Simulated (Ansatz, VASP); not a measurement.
## Si2PN2: VASP beside Ansatz

```
Si N P
1.0
     4.81464    2.97366    0.00000
     4.81464   -2.97366    0.00000
     0.00000    0.00000   -5.25264
Si N P
4 4 2
Cartesian
  1.7044 0.8957 -3.7625
  7.9249 -0.8957 -1.1361
  7.9249 0.8957 -3.7625
  1.7044 -0.8957 -1.1361
  2.1175 0.7327 -1.9571
  7.5118 -0.7327 -4.5835
  7.5118 0.7327 -1.9571
  2.1175 -0.7327 -4.5835
  4.8146 -1.7408 -4.0141
  4.8146 1.7408 -1.3877
```

Alike in both runs: task single point; functional PBE; k mesh 4 × 4 × 4; occupations fermi-dirac, width 0.0146 eV; no spin polarisation.

|  | VASP | Ansatz |
| --- | --- | --- |
| version | VASP 6.6.1 | Ansatz 0.2.0 |
| potentials or method | VASP PAW PBE potentials, release 64 (Si, N, P), cutoff 520 eV | PAW plane waves |
| valence electrons in the cell | 46 | 46 |

|  | VASP | Ansatz | Ansatz less VASP |
| --- | --- | --- | --- |
| gap on the k mesh at the Fermi level (eV) | none | none | - |
| pressure (GPa) | 22.0 | 22.5 | +0.48 |
| traceless stress, the component that is largest in VASP (GPa) | 76.05 | 76.76 | +0.714 |
| rms of the force components (eV/Å) | 5.812 | 5.882 | +0.0693 |

Atom by atom the forces differ by 0.070 eV/Å (rms over components). A gap of «none» marks a metal or a gap that the smearing closes. With one functional, cell and mesh, what is left measures potentials, basis and numerics.
